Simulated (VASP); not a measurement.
PbS: single point with PBE

The system is PbS.

```
CELL_PARAMETERS angstrom
4.12345 0.00000 0.00000
-2.06173 3.57101 0.00000
0.00000 0.00000 7.33373
ATOMIC_POSITIONS crystal
Pb 0.00000 0.00000 0.00000
Pb 0.00000 0.00000 0.50000
S 0.33333 0.66667 0.25000
S 0.66667 0.33333 0.75000
```

| Quantity | Value |
| --- | --- |
| Program | VASP 6.6.1 |
| Task | single point |
| Functional | PBE |
| Potentials or basis | VASP PAW PBE potentials, release 64 (Pb_d, S) |
| Cutoff | 520 eV |
| k mesh | 12 × 12 × 4 |
| Occupations | fermi-dirac, width 0.02 eV |
| Spin | no spin polarisation |

```
Pressure : 0.9 GPa
```

Levels at points of the mesh, in eV from the Fermi level:
| k point | band 17 | band 18 | band 19 | band 20 | band 21 | band 22 | band 23 | band 24 |
| --- | --- | --- | --- | --- | --- | --- | --- | --- |
| (0.00, 0.00, 0.00) | -2.24 | -1.81 | -1.81 | 0.00 | 0.03 | 3.02 | 3.02 | 3.42 |
| (0.50, 0.00, 0.00) | -3.35 | -1.96 | -1.85 | -1.13 | 0.04 | 1.69 | 2.38 | 3.50 |
| (0.00, 0.00, 0.50) | -2.02 | -2.02 | -1.76 | -1.76 | 2.39 | 2.39 | 3.08 | 3.08 |
| (0.50, 0.00, 0.50) | -2.93 | -2.93 | -2.79 | -2.79 | 2.42 | 2.42 | 2.61 | 2.61 |

It took 3.5 min on 1 thread of Intel Xeon 8259CL, on a shared host, peak memory 0.31 GiB.

Caveat: spin-orbit coupling is left out, which moves the levels of the heavy elements.
